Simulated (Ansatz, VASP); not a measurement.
**Two plane-wave programs on Rh**

```
Rh
1.0
     2.83390    0.00000    0.00000
    -1.41695    2.45423    0.00000
     0.00000    0.00000    4.66580
Rh
2
Cartesian
  1.4170 0.8181 3.4993
  0.0000 1.6362 1.1664
```

Alike in both runs: task single point; functional PBE; k mesh 18 × 18 × 10; occupations gaussian, width 0.15 eV; no spin polarisation.

```csv
,VASP,Ansatz
version,VASP 6.6.1,Ansatz 0.2.0
potentials or method,"VASP PAW PBE potentials, release 64 (Rh_pv), cutoff 520 eV","scalar-relativistic, plane waves, PAW"
valence electrons in the cell,30,34
```

|  | VASP | Ansatz | Ansatz less VASP |
| --- | --- | --- | --- |
| gap on the k mesh at the Fermi level (eV) | none | none | - |
| pressure (GPa) | -24.6 | -24.6 | -0.03 |
| traceless stress, the component that is largest in VASP (GPa) | -2.29 | -2.29 | -0.001 |

A gap of «none» marks a metal or a gap that the smearing closes. VASP's potentials hold 30 valence electrons a cell and Ansatz's 34, so a difference there can come from the potentials and not from the codes.
